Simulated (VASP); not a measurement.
Wanted: the native input for a VASP 6.6.1 run.

```
Task                   : single point
Functional             : PBE
Potentials or basis    : VASP PAW PBE potentials, release 64 (Be, H)
Cutoff                 : 520 eV
k mesh                 : 12 × 12 × 4
Occupations            : gaussian, width 0.1 eV
Spin                   : no spin polarisation
Dipole correction      : no
Further INCAR settings : ALGO = Normal; EDIFF = 1e-06; NBANDS = 12
```

The structure of Be4H lies in POSCAR:

```
Be4H
1.0
    2.2773260400      0.0000000000      0.0000000000
   -1.1386630200      1.9722222000      0.0000000000
    0.0000000000      0.0000000000      7.3226994800
Be H
4 1
Direct
    0.3333333300      0.6666666700      0.8658552800
    0.3333333300      0.6666666700      0.3767953500
    0.6666666700      0.3333333300      0.1341447200
    0.6666666700      0.3333333300      0.6232046500
    0.0000000000      0.0000000000      0.0000000000
```

These files were run (other wordings do the same):

INCAR

```
SYSTEM = Be4H
PREC = Accurate ; ENCUT = 520
EDIFF = 1E-6 ; ISMEAR = 0
SIGMA = 0.1 ; LREAL = .False.
LASPH = .True. ; NELM = 60
ALGO = Normal ; ISIF = 2
LWAVE = .False. ; LCHARG = .False.
GGA = PE ; NBANDS = 12
```

KPOINTS

```
Automatic mesh
0
Gamma
  12 12 4
  0 0 0
```

Potentials or basis: VASP PAW PBE potentials, release 64 (Be, H).

The run is started by

```sh
$ cat potpaw_PBE.64/Be/POTCAR potpaw_PBE.64/H/POTCAR > POTCAR
$ mpirun -np 1 vasp_std > vasp.out
```

Results of the run:

The pressure is 12.0 GPa. The largest force is 0.676 eV/Å.

Run time: 27 s on 1 thread of Intel(R) Xeon(R) Platinum 8259CL CPU @ 2.50GHz (Skylake/Cascade Lake), with other jobs on the host, peak memory 0.15 GiB.
